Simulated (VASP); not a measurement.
# Al3GaN4 (P1) in VASP: notebook

Runs on Al3GaN4. Level: r2SCAN. Tasks: single point.

Everything below comes from runs of VASP 6.6.1. Logs are shortened: lines on timing, memory, paths and dates and some standing lists are left out, and cuts for length are marked.

## Step 1: The cell of the first run

The typed cell holds 8 atoms: a = 5.038 Å, b = 3.125 Å, c = 5.410 Å, α = 90.00°, β = 90.03°, γ = 90.00°.

## Step 2: Single point, r2SCAN (all Ga atoms moved +0.263 Å, as atom 4 along Cartesian [1 -1 0])

POSCAR

```
Al3GaN4
1.0
    5.0380821985      0.0000000000      0.0000609633
    0.0000000000      3.1249488273      0.0000000000
   -0.0032907418      0.0000000000      5.4103929818
Al Ga N
3 1 4
Direct
    0.5002216625      0.5000000000      0.1672550745
    0.0006683705      0.5000000000      0.8349019374
    0.0010043255      0.0000000000      0.3316444641
    0.5363371846     -0.0593979423      0.6662040489
    0.1107069781      0.0000000000      0.6663170124
    0.1226755900      0.5000000000      0.1671322918
    0.6254135993      0.5000000000      0.8406810063
    0.6234137866      0.0000000000      0.3258647496
```

INCAR.step1

```
PREC     = Accurate       # precision mode
ENCUT    = 520            # plane-wave cutoff, eV
ISMEAR   = 0              # smearing method
SIGMA    = 0.05           # smearing width, eV
LREAL    = F              # projectors in reciprocal space
LASPH    = T              # aspherical terms in the spheres
NELM     = 100            # most SCF steps
NBANDS   = 31             # bands
GGA      = PE             # functional
ALGO     = Normal         # electronic algorithm
EDIFF    = 1E-4           # SCF threshold, eV
LWAVE    = T              # write WAVECAR
LCHARG   = F              # write CHGCAR
```

INCAR.step2

```
PREC     = Accurate       # precision mode
ENCUT    = 520            # plane-wave cutoff, eV
EDIFF    = 1E-6           # SCF threshold, eV
ISMEAR   = 0              # smearing method
SIGMA    = 0.05           # smearing width, eV
LREAL    = F              # projectors in reciprocal space
LASPH    = T              # aspherical terms in the spheres
NELM     = 100            # most SCF steps
ALGO     = Normal         # electronic algorithm
ISIF     = 2              # what is computed and relaxed
LWAVE    = F              # write WAVECAR
LCHARG   = F              # write CHGCAR
METAGGA  = R2SCAN         # meta-GGA
LMIXTAU  = T            
NBANDS   = 31             # bands
ISTART   = 1
```

KPOINTS

```
Automatic mesh
0
Gamma
  6 8 4
```

Potentials or basis: VASP PAW PBE potentials, release 64 (Al, Ga_d, N).

On the command line:

```console
> cat potpaw_PBE.64/Al/POTCAR potpaw_PBE.64/Ga_d/POTCAR potpaw_PBE.64/N/POTCAR > POTCAR
> cp INCAR.step1 INCAR
> mpirun -np 1 vasp_std > vasp.out
> cp INCAR.step2 INCAR
> mpirun -np 1 vasp_std > vasp.out
```

OUTCAR:

```text
PREC = Accurate
   ENCUT = 520
   EDIFF = 1E-6
   ISMEAR = 0
   LREAL = F
   LASPH = T
   NELM = 100
   ISIF = 2
   METAGGA = R2SCAN
   ISTART = 1

 ion  position               nearest neighbor table
   1  0.500  0.500  0.167-   7 1.88   8 1.89   8 1.89   6 1.90   4 3.04   4 3.05   3 3.09   3 3.09
                             2 3.09   3 3.10   3 3.10   2 3.10
   2  0.001  0.500  0.835-   7 1.89   5 1.89   5 1.89   6 1.90   4 2.86   4 3.06   1 3.09   1 3.10
                             3 3.11   3 3.11   3 3.14   3 3.14
   3  0.001  0.000  0.332-   5 1.89   6 1.90   6 1.90   8 1.90   4 2.97   1 3.09   1 3.09   1 3.10
                             1 3.10   2 3.11   2 3.11   2 3.14   2 3.14
   4  0.536  0.941  0.666-   7 1.73   8 1.90   7 2.04   5 2.15   2 2.86   3 2.97   1 3.04   1 3.05
                             2 3.06
   5  0.111  0.000  0.666-   2 1.89   2 1.89   3 1.89   4 2.15
   6  0.123  0.500  0.167-   2 1.90   3 1.90   3 1.90   1 1.90
   7  0.625  0.500  0.841-   4 1.73   1 1.88   2 1.89   4 2.04
   8  0.623  0.000  0.326-   1 1.89   1 1.89   4 1.90   3 1.90

  LATTYP: Found a simple monoclinic cell.
 ALAT       =     5.0380821989
 B/A-ratio  =     0.6202655503
 C/A-ratio  =     1.0738995056
 COS(beta)  =    -0.0005961254

  Lattice vectors:

 A1 = (   5.0380821985,   0.0000000000,   0.0000609633)
 A2 = (   0.0000000000,   3.1249488273,   0.0000000000)
 A3 = (  -0.0032907418,   0.0000000000,   5.4103929818)

Analysis of symmetry for initial positions (statically):
=====================================================================
 Subroutine PRICEL returns:
 Original cell was already a primitive cell.

 Routine SETGRP: Setting up the symmetry group for a
 simple monoclinic supercell.

 Subroutine GETGRP returns: Found  1 space group operations
 (whereof  1 operations were pure point group operations)
 out of a pool of  4 trial point group operations.

The static configuration has the point symmetry C_1 .

Analysis of symmetry for dynamics (positions and initial velocities):
=====================================================================
 Subroutine PRICEL returns:
 Original cell was already a primitive cell.

 Routine SETGRP: Setting up the symmetry group for a
 simple monoclinic supercell.

 Subroutine GETGRP returns: Found  1 space group operations
 (whereof  1 operations were pure point group operations)
 out of a pool of  4 trial point group operations.

The dynamic configuration has the point symmetry C_1 .

 Subroutine INISYM returns: Found  1 space group operations
 (whereof  1 operations are pure point group operations),
 and found     1 'primitive' translations

----------------------------------------------------------------------------------------

                                     Primitive cell

  volume of cell :      85.1799

  direct lattice vectors                    reciprocal lattice vectors
     5.038082198  0.000000000  0.000060963     0.198488225  0.000000000  0.000120726
     0.000000000  3.124948827  0.000000000     0.000000000  0.320005240  0.000000000
    -0.003290742  0.000000000  5.410392982    -0.000002237  0.000000000  0.184829456

  length of vectors
     5.038082199  3.124948827  5.410393983     0.198488262  0.320005240  0.184829456

  position of ions in fractional coordinates (direct lattice)
     0.500221663  0.500000000  0.167255074
     0.000668371  0.500000000  0.834901937
     0.001004325  0.000000000  0.331644464
     0.536337185  0.940602058  0.666204049
     0.110706978  0.000000000  0.666317012
     0.122675590  0.500000000  0.167132292
     0.625413599  0.500000000  0.840681006
     0.623413787  0.000000000  0.325864750

  ion indices of the primitive-cell ions
   primitive index   ion index
                 1           1
                 2           2
                 3           3
                 4           4
                 5           5
                 6           6
                 7           7
                 8           8

----------------------------------------------------------------------------------------

 KPOINTS: Automatic mesh

Automatic generation of k-mesh.
 Grid dimensions read from file:
 generate k-points for:    6    8    4

 Generating k-lattice:

  Cartesian coordinates                     Fractional coordinates (reciprocal lattice)
     0.033081371  0.000000000  0.000020121     0.166666667  0.000000000  0.000000000
     0.000000000  0.040000655  0.000000000     0.000000000  0.125000000  0.000000000
    -0.000000559  0.000000000  0.046207364     0.000000000  0.000000000  0.250000000

  Length of vectors
     0.033081377  0.040000655  0.046207364

  Shift w.r.t. Gamma in fractional coordinates (k-lattice)
     0.000000000  0.000000000  0.000000000

 Subroutine IBZKPT returns following result:
 ===========================================

 Found    100 irreducible k-points:

 Following reciprocal coordinates:
            Coordinates               Weight
[... 35 lines left out ...]
   ISYM   =      2    0-nonsym 1-usesym 2-fastsym
   POTIM  = 0.5000    time-step for ionic-motion
   TEBEG  =    0.0;   TEEND  =   0.0 temperature during run
   PSTRESS=    0.0 pullay stress
   NELECT =      42.0000    total number of electrons
   NUPDOWN=      -1.0000    fix difference up-down
   EMIN   =  10.00;   EMAX   =-10.00  energy-range for DOS
   EFERMI =   0.00;   METHOD = LEGACY
   ISMEAR =     0;   SIGMA  =   0.05  broadening in eV -4-tet -1-fermi 0-gaus
   EFERMI_NEDOS =   21; number of points for ismear=-14 and -15
   IALGO  =     38    algorithm
   IMIX   =      4    mixing-type and parameters
     AMIX     =   0.40;   BMIX     =  1.00
     AMIX_MAG =   1.60;   BMIX_MAG =  1.00
  volume/ion in A,a.u.               =      10.65        71.85
  Fermi-wavevector in a.u.,A,eV,Ry     =   1.293339  2.444056 22.758805  1.672725
  Thomas-Fermi vector in A             =   2.424990
   LORBIT       =      0    0 simple, 1 ext, 2 COOP (PROOUT), +10 PAW based schemes
   METAGGA = R2SCAN    functional components
   LHFCALC =     F    Hartree Fock is set to
   AEXX    =    0.0000 exact exchange contribution
   IVDW    =     0    specifies the selected vdW correction
   LEPSILON=     F    determine dielectric tensor
   LRPA    =     F    only Hartree local field effects (RPA)
 non-spin polarized calculation
 Gauss-broadening in eV      SIGMA  =   0.05
  energy-cutoff  :      520.00
  volume of cell :       85.18
 maximum number of plane-waves:      2328
 NGX is ok and might be reduce to    40
   NGX = 19   NGY = 11   NGZ = 21

 number of electron      41.9999995 magnetization

 Free energy of the ion-electron system (eV)
  ---------------------------------------------------
  ext. energy  EPLUGINS =         0.00000000
  ---------------------------------------------------
  free energy    TOTEN  =       -78.94573837 eV

  energy without entropy =      -78.94573837  energy(sigma->0) =      -78.94573837

 E-fermi :   6.0277     XC(G=0): -11.7439

 val. band max:        5.7398863534   @ k =   0.0000   0.0000   0.0000
 cond. band min:       9.7230041381   @ k =   0.0000   0.0000   0.0000
 fundamental gap:      3.9831177847
 Fermi energy:         6.0276639594

 k-point     1 :       0.0000    0.0000    0.0000
  band No.  band energies     occupation
      1     -10.7823      2.00000
      2      -9.4913      2.00000
      3      -8.8360      2.00000
      4      -8.0639      2.00000
      5      -7.7425      2.00000
      6      -7.6457      2.00000
[... 23 lines left out ...]
     30      17.4942      0.00000
     31      17.6506      0.00000

 k-point     2 :       0.1667    0.0000   -0.0000
  band No.  band energies     occupation
      1     -10.7150      2.00000
      2      -9.4751      2.00000
      3      -8.8893      2.00000
      4      -8.0579      2.00000
      5      -7.7456      2.00000
      6      -7.6482      2.00000
[... 23 lines left out ...]
     30      17.5625      0.00000
     31      17.7564      0.00000

 k-point     3 :       0.3333    0.0000    0.0000
  band No.  band energies     occupation
      1     -10.5581      2.00000
      2      -9.4222      2.00000
      3      -9.0634      2.00000
      4      -8.0114      2.00000
      5      -7.7461      2.00000
      6      -7.6537      2.00000
[... 703 lines left out ...]
     30      16.6104      0.00000
     31      17.2233      0.00000

 k-point    24 :       0.1667    0.5000   -0.0000
  band No.  band energies     occupation
      1      -9.9005      2.00000
      2      -9.0787      2.00000
      3      -8.1929      2.00000
      4      -8.0681      2.00000
      5      -7.6834      2.00000
      6      -7.6204      2.00000
[... 23 lines left out ...]
     30      16.3786      0.00000
     31      17.6518      0.00000

 [... further k-points ...]
[... 5 lines left out ...]
  --------------------------------------------------------------------------------------
  -------------------------------------------------------------------------------------
  Total       -0.7613894      2.7196462      2.0720922     -1.3180579     -3.0247762      0.6303703
  in kB      -14.3212334     51.1547561     38.9746914    -24.7918016    -56.8940509     11.8568516
  external PRESSURE =      25.2694047 kB  Pullay stress =       0.0000000 kB

 VOLUME and BASIS-vectors are now :
 -----------------------------------------------------------------------------
  energy-cutoff  :      520.00
  volume of cell :       85.18
      direct lattice vectors                 reciprocal lattice vectors
     5.038082198  0.000000000  0.000060963     0.198488225  0.000000000  0.000120726
     0.000000000  3.124948827  0.000000000     0.000000000  0.320005240  0.000000000
    -0.003290742  0.000000000  5.410392982    -0.000002237  0.000000000  0.184829456

 POSITION                                       TOTAL-FORCE (eV/Angst)
 -----------------------------------------------------------------------------------
      2.51961      1.56247      0.90495        -0.336946     -0.121760      0.046813
      0.00062      1.56247      4.51715         0.963140     -0.157737     -0.077773
      0.00397      0.00000      1.79433         0.600589      0.030511      0.108507
      2.69992      2.93933      3.60446        -2.866286      4.003592     -1.387303
      0.55556      0.00000      3.60504         0.266742     -0.237425      0.017026
      0.61750      1.56247      0.90426        -0.008642     -0.003121     -0.032267
      3.14812      1.56247      4.54845         1.099824     -3.395576      1.762333
      3.13974      0.00000      1.76309         0.281580     -0.118483     -0.437337
 -----------------------------------------------------------------------------------
    total drift:                                0.027570     -0.001204      0.011801

  FREE ENERGIE OF THE ION-ELECTRON SYSTEM (eV)
  ---------------------------------------------------
  free  energy   TOTEN  =       -78.9457383673 eV

  energy  without entropy=      -78.9457383673  energy(sigma->0) =      -78.94573837
```

It took 24 min on 1 thread of Intel Xeon 8259CL, shared host; peak memory 0.36 GiB.

What came out:

* Free energy: -78.9457 eV
* Pressure: 2.5 GPa
* Largest force: 5.116 eV/Å
* Band gap on the k mesh: 3.98 eV

Forces on the atoms (eV/Å):
```
Al  -0.337 -0.122  0.047
Al   0.963 -0.158 -0.078
Al   0.601  0.031  0.109
Ga  -2.866  4.004 -1.387
N    0.267 -0.237  0.017
N   -0.009 -0.003 -0.032
N    1.100 -3.396  1.762
N    0.282 -0.118 -0.437
```

Stress tensor (GPa, compression positive):
```
-1.43 -2.48  1.19
-2.48  5.12 -5.69
 1.19 -5.69  3.90
```

Caveat: the cell differs from its parent crystal (all Ga atoms moved +0.263 Å, as atom 4 along Cartesian [1 -1 0]); the stress differs along the axes, from -1 to 5 GPa; the PAW data sets were made with another functional, which shifts forces and pressure a little.

## Step 3: Single point, r2SCAN (all Ga atoms moved -0.300 Å, as atom 4 along Cartesian [1 -1 0])

Changes to POSCAR since step 2:

```diff
@@ -11,3 +11,3 @@
     0.0010043255      0.0000000000      0.3316444641
-    0.5363371846     -0.0593979423      0.6662040489
+    0.4573889765      0.0678833626      0.6662049384
     0.1107069781      0.0000000000      0.6663170124
```

Changes to INCAR.step1 since step 2:

```diff
@@ -6,3 +6,3 @@
 LASPH    = T              # aspherical terms in the spheres
-NELM     = 100            # most SCF steps
+NELM     = 60             # most SCF steps
 NBANDS   = 31             # bands
```

Changes to INCAR.step2 since step 2:

```diff
@@ -7,3 +7,3 @@
 LASPH    = T              # aspherical terms in the spheres
-NELM     = 100            # most SCF steps
+NELM     = 60             # most SCF steps
 ALGO     = Normal         # electronic algorithm
```

KPOINTS is that of step 2.

Potentials or basis: VASP PAW PBE potentials, release 64 (Al, Ga_d, N).

On the command line:

```console
> cat potpaw_PBE.64/Al/POTCAR potpaw_PBE.64/Ga_d/POTCAR potpaw_PBE.64/N/POTCAR > POTCAR
> cp INCAR.step1 INCAR
> mpirun -np 1 vasp_std > vasp.out
> cp INCAR.step2 INCAR
> mpirun -np 1 vasp_std > vasp.out
```

Wall time 9.4 min (1 thread of AMD EPYC 9R45 (Zen 5), shared host); peak memory 0.33 GiB.

The run converged. Its results:

| Item | Value |
| --- | --- |
| Free energy | -78.8256 eV |
| Pressure | 2.6 GPa |
| Largest force | 5.394 eV/Å |
| Band gap on the k mesh | 3.59 eV |

Forces on the atoms (eV/Å):
```
Al   0.487  0.139 -0.134
Al  -1.297  0.159  0.290
Al  -0.762 -0.025 -0.253
Ga   5.057 -1.825 -0.440
N   -2.779 -0.086 -0.050
N    0.007  0.001  0.029
N   -0.282  1.405  0.118
N   -0.429  0.233  0.439
```

Stress tensor (GPa, compression positive):
```
 8.61  2.79  0.68
 2.79 -0.18  1.75
 0.68  1.75 -0.71
```

Levels at points of the mesh, in eV from the valence-band top:
| k point | band 19 | band 20 | band 21 | band 22 | band 23 | band 24 |
| --- | --- | --- | --- | --- | --- | --- |
| (0.00, 0.00, 0.00) | -0.71 | -0.39 | 0.00 | 3.59 | 5.44 | 5.85 |
| (0.50, 0.00, 0.00) | -1.60 | -0.61 | -0.11 | 4.80 | 5.21 | 5.98 |
| (0.00, 0.50, 0.00) | -2.26 | -2.20 | -1.93 | 5.32 | 5.71 | 7.62 |
| (0.50, 0.50, 0.00) | -1.71 | -1.70 | -1.68 | 6.13 | 6.36 | 6.61 |
| (0.00, 0.00, 0.50) | -1.13 | -1.03 | -0.19 | 5.63 | 5.85 | 7.06 |
| (0.50, 0.00, 0.50) | -1.91 | -1.47 | -0.51 | 5.78 | 6.20 | 6.53 |
| (0.00, 0.50, 0.50) | -2.42 | -1.20 | -0.84 | 5.35 | 5.45 | 5.67 |
| (0.50, 0.50, 0.50) | -1.94 | -1.74 | -1.33 | 4.68 | 4.93 | 5.12 |

Caveat: the cell differs from its parent crystal (all Ga atoms moved -0.300 Å, as atom 4 along Cartesian [1 -1 0]); the stress differs along the axes, from -1 to 9 GPa; the PAW data sets were made with another functional, which shifts forces and pressure a little.

## Step 4: Single point, r2SCAN (all Ga atoms moved +0.225 Å, as atom 4 along Cartesian [1 -1 0])

Changes to POSCAR since step 3:

```diff
@@ -11,3 +11,3 @@
     0.0010043255      0.0000000000      0.3316444641
-    0.4573889765      0.0678833626      0.6662049384
+    0.5310739707     -0.0509125220      0.6662041082
     0.1107069781      0.0000000000      0.6663170124
```

INCAR.step1

```
SYSTEM = Al3GaN4
  PREC = Accurate
  ENCUT = 520
  ISMEAR = 0
  SIGMA = 0.05
  LREAL = .False.
  LASPH = .True.
  NELM = 100
  NBANDS = 31
  GGA = PE
  ALGO = Normal
  EDIFF = 1E-4
  LWAVE = .True.
  LCHARG = .False.
```

INCAR.step2

```
SYSTEM = Al3GaN4
  PREC = Accurate
  ENCUT = 520
  EDIFF = 1E-7
  ISMEAR = 0
  SIGMA = 0.05
  LREAL = .False.
  LASPH = .True.
  NELM = 100
  ALGO = Normal
  ISIF = 2
  LWAVE = .False.
  LCHARG = .False.
  METAGGA = R2SCAN
  LMIXTAU = .True.
  NBANDS = 31
  ISTART = 1
```

KPOINTS

```
Automatic mesh
0
Gamma
  6 8 4
  0 0 0
```

On the command line:

```console
> cat potpaw_PBE.64/Al/POTCAR potpaw_PBE.64/Ga_d/POTCAR potpaw_PBE.64/N/POTCAR > POTCAR
> cp INCAR.step1 INCAR
> mpirun -np 1 vasp_std > vasp.out
> cp INCAR.step2 INCAR
> mpirun -np 1 vasp_std > vasp.out
```

It took 10 min on 1 thread of AMD EPYC 9R45 (Zen 5), shared host; peak memory 0.33 GiB.

Results (log left out):

```
Free energy            : -79.1133 eV
Pressure               : 1.9 GPa
Largest force          : 4.244 eV/Å
Band gap on the k mesh : 4.01 eV
```

Forces in eV/Å, atoms in the order of the input:
```
Al  -0.292 -0.106  0.046
Al   0.830 -0.130 -0.076
Al   0.519  0.025  0.098
Ga  -2.519  3.267 -0.995
N    0.303 -0.207  0.016
N   -0.008 -0.003 -0.027
N    0.910 -2.741  1.346
N    0.257 -0.105 -0.407
```

Stress tensor (GPa, compression positive):
```
-1.44 -2.09  0.89
-2.09  3.98 -4.55
 0.89 -4.55  3.07
```

Levels at points of the mesh, in eV from the valence-band top:
```tsv
k point	band 19	band 20	band 21	band 22	band 23	band 24
(0.00, 0.00, 0.00)	-0.28	-0.11	0.00	4.01	6.12	6.46
(0.50, 0.00, 0.00)	-0.54	-0.51	-0.39	5.49	5.77	6.15
(0.00, 0.50, 0.00)	-1.91	-1.66	-1.36	6.36	6.47	8.13
(0.50, 0.50, 0.00)	-1.28	-1.26	-0.51	6.55	7.13	7.16
(0.00, 0.00, 0.50)	-0.66	-0.40	-0.21	5.96	6.47	7.64
(0.50, 0.00, 0.50)	-1.18	-1.04	-0.86	6.53	6.73	6.92
(0.00, 0.50, 0.50)	-1.70	-0.94	-0.78	5.74	6.30	6.45
(0.50, 0.50, 0.50)	-1.49	-1.39	-0.79	5.35	5.62	5.77
```

Caveat: the cell differs from its parent crystal (all Ga atoms moved +0.225 Å, as atom 4 along Cartesian [1 -1 0]); the stress differs along the axes, from -1 to 4 GPa; the PAW data sets were made with another functional, which shifts forces and pressure a little. A k mesh can miss the band edges.

## Step 5: Overview

```csv
cell,gap on the mesh (eV),pressure (GPa),largest force (eV/Å)
"as given, atomic positions A",3.98,2.5,5.12
"as given, atomic positions B",3.59,2.6,5.39
"as given, atomic positions C",4.01,1.9,4.24
```

Alike in all rows: task single point; level r2SCAN; potentials or basis VASP PAW PBE potentials, release 64 (Al, Ga_d, N); no spin polarisation; k mesh 6 × 8 × 4; cutoff (eV) 520; smearing gaussian 0.05 eV.

Caveats: the PAW data sets were made with another functional, which shifts forces and pressure a little; the stress differs along the axes, from -1 to 5 GPa (at least some runs); the stress differs along the axes, from -1 to 9 GPa (at least some runs); the stress differs along the axes, from -1 to 4 GPa (at least some runs).

Absolute energies hang on the potentials; compare differences alone.
